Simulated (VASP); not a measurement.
# ZrTi3N4: single point with PBE

ZrTi3N4:

```
CELL_PARAMETERS angstrom
3.29134 0.00000 0.00000
0.00000 3.29134 0.00000
0.00000 0.00000 9.30931
ATOMIC_POSITIONS crystal
Zr 0.00000 0.00000 0.00000
Ti 0.00000 0.00000 0.50000
Ti 0.50000 0.50000 0.25000
Ti 0.50000 0.50000 0.75000
N 0.00000 0.00000 0.75000
N 0.50000 0.50000 0.50000
N 0.00000 0.00000 0.25000
N 0.50000 0.50000 0.00000
```

* Program: VASP 6.6.1
* Task: single point
* Functional: PBE
* Potentials or basis: VASP PAW PBE potentials, release 64 (Zr_sv, Ti_sv, N)
* Cutoff: 520 eV
* k mesh: 6 × 6 × 2
* Occupations: gaussian, width 0.1 eV
* Spin: collinear spin
* Starting moments: [0.0, 1.0, 1.0, 1.0, 0.0, 0.0, 0.0, 0.0] μB
* Dipole correction: no
* Further INCAR settings: ALGO = Normal; EDIFF = 1e-07; NBANDS = 48

The pressure is -33.9 GPa, the largest force is 0.657 eV/Å and the band gap on the k mesh is zero (filled and empty bands overlap). The net moment is 0.00 μB per cell and the valence electrons inside the program's atomic spheres are Zr 9.70; Ti 9.99, 10.02 (each value once); N 3.60, 3.58, 3.66 (each value once).

Forces on the atoms (eV/Å):
```
Zr   0.000  0.000  0.000
Ti   0.000  0.000  0.000
Ti   0.000  0.000  0.657
Ti   0.000  0.000 -0.657
N    0.000  0.000 -0.366
N    0.000  0.000  0.000
N    0.000  0.000  0.366
N    0.000  0.000  0.000
```

Stress tensor (GPa, compression positive):
```
-33.88   0.00   0.00
  0.00 -33.88   0.00
  0.00   0.00 -33.98
```

Levels at points of the mesh, in eV from the Fermi level:
Spin up:
| k point | band 31 | band 32 | band 33 | band 34 | band 35 | band 36 | band 37 | band 38 |
| --- | --- | --- | --- | --- | --- | --- | --- | --- |
| (0.00, 0.00, 0.00) | -1.78 | -1.78 | -1.78 | -1.43 | -1.34 | -0.38 | -0.38 | -0.37 |
| (0.50, 0.00, 0.00) | -3.95 | -3.84 | 0.56 | 0.79 | 1.04 | 1.07 | 1.08 | 1.08 |
| (0.50, 0.50, 0.00) | -2.74 | -2.56 | -2.23 | -2.23 | 0.54 | 0.54 | 0.86 | 0.86 |
| (0.00, 0.00, 0.50) | -2.33 | -2.19 | -2.19 | -1.82 | -0.70 | -0.69 | 0.25 | 0.25 |
| (0.50, 0.00, 0.50) | -3.96 | -3.90 | 0.78 | 0.81 | 0.84 | 0.85 | 0.88 | 1.09 |
| (0.50, 0.50, 0.50) | -3.45 | -3.42 | -0.87 | -0.87 | -0.81 | -0.81 | 1.34 | 1.34 |
Spin down:
```csv
k point,band 32,band 33,band 34,band 35,band 36,band 37
"(0.00, 0.00, 0.00)",-1.78,-1.78,-1.43,-1.34,-0.38,-0.38
"(0.50, 0.00, 0.00)",-3.84,0.56,0.79,1.04,1.07,1.08
"(0.50, 0.50, 0.00)",-2.56,-2.23,-2.23,0.54,0.54,0.86
"(0.00, 0.00, 0.50)",-2.19,-2.19,-1.82,-0.70,-0.69,0.25
"(0.50, 0.00, 0.50)",-3.90,0.78,0.81,0.84,0.85,0.88
"(0.50, 0.50, 0.50)",-3.42,-0.87,-0.87,-0.81,-0.81,1.34
```

Run time: 4.8 min on 1 thread of Intel(R) Xeon(R) Platinum 8488C (Sapphire Rapids) (shared host), peak memory 0.32 GiB.

Caveat: the cell stands under tension.
